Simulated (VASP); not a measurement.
Here is a VASP 6.6.1 calculation.

INCAR

```
PREC = Accurate ; ENCUT = 520
EDIFF = 1E-7 ; ISMEAR = -1
SIGMA = 0.05 ; LREAL = False
LASPH = True ; NELM = 60
ALGO = Normal ; ISIF = 2
LWAVE = False ; LCHARG = False
GGA = CA ; NBANDS = 12
```

Contents of KPOINTS:

```
regular mesh
0
Gamma
  9 9 5
```

Contents of POSCAR:

```
Sb
1.0
    3.2860533585      0.0000000000      0.0000000000
   -1.6430266792      2.8458056866      0.0000000000
    0.0000000000      0.0000000000      5.3584933852
Sb
2
Direct
    0.6666666667      0.3333333333      0.7500000000
    0.3333333333      0.6666666667      0.2500000000
```

Potentials or basis: VASP PAW LDA potentials, release 64 (Sb).

Launch:

```bash
$ cat potpaw_LDA.64/Sb/POTCAR > POTCAR
$ mpirun -np 1 vasp_std > vasp.out
```

(1) Estimate the pressure.

(2) What does it give for the band gap on the k mesh?

Answers

(1) 1.5 GPa.

(2) zero (band 5 reaches 13.82 eV, above the bottom of band 6 at 6.42 eV).

Caveat: spin-orbit coupling is left out, which moves the levels of the heavy elements.
